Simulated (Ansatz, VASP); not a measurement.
**NbAs: VASP beside Ansatz**

The input INCAR:

```
PREC     = Accurate       # precision mode
ENCUT    = 520            # plane-wave cutoff, eV
EDIFF    = 1E-6           # SCF threshold, eV
ISMEAR   = 0              # smearing method
SIGMA    = 0.05           # smearing width, eV
LREAL    = False          # projectors in reciprocal space
LASPH    = True           # aspherical terms in the spheres
NELM     = 80             # most SCF steps
ALGO     = Normal         # electronic algorithm
ISIF     = 2              # what is computed and relaxed
LWAVE    = False          # write WAVECAR
LCHARG   = True           # write CHGCAR
GGA      = PS             # functional
LELF     = True           # ELF
LVHAR    = True         
NBANDS   = 16             # bands
```

File KPOINTS:

```
regular mesh
0
Gamma
  10 10 10
```

File POSCAR:

```
NbAs
1.0
    0.0000000000      2.8769993728      2.8769993728
    2.8769993728      0.0000000000      2.8769993728
    2.8769993728      2.8769993728      0.0000000000
Nb As
1 1
Direct
    0.0000000000      0.0000000000      0.0000000000
    0.2500000000      0.2500000000      0.2500000000
```

Input for Ansatz:

```yaml
crystal:
  lattice:
    - [0.0, 2.8769993728, 2.8769993728]
    - [2.8769993728, 0.0, 2.8769993728]
    - [2.8769993728, 2.8769993728, 0.0]
  atoms:
    - { symbol: Nb, position: [0.0, 0.0, 0.0] }
    - { symbol: As, position: [0.25, 0.25, 0.25] }
basis:
  ecutwfc: 420
  ecutrho_ratio: 4
kpoints:
  mp_grid: { grid: [10, 10, 10] }
hamiltonian:
  xc: pbesol
scf:
  occupations: { method: gaussian, width: 0.05 }
output:
  forces: true
  stress: true
  eigenvalues: true
```

Alike in both runs: task single point; functional PBEsol; k mesh 10 × 10 × 10; occupations gaussian, width 0.05 eV; no spin polarisation.

|  | VASP | Ansatz |
| --- | --- | --- |
| version | VASP 6.6.1 | Ansatz 0.2.0 |
| potentials or method | VASP PAW PBE potentials, release 64 (Nb_sv, As), cutoff 520 eV | scalar-relativistic, plane waves, PAW |
| valence electrons in the cell | 18 | 28 |

```tsv
	VASP	Ansatz	Ansatz less VASP
gap on the k mesh at the Fermi level (eV)	none	none	-
pressure (GPa)	-0.4	-0.5	-0.15
```

VASP's potentials were made for PBE, not for PBEsol. A gap of «none» marks a metal or a gap that the smearing closes. The functional is the same, so the differences come from potentials, cutoffs and numerics. VASP's potentials hold 18 valence electrons a cell and Ansatz's 28, so a difference there can come from the potentials and not from the codes.
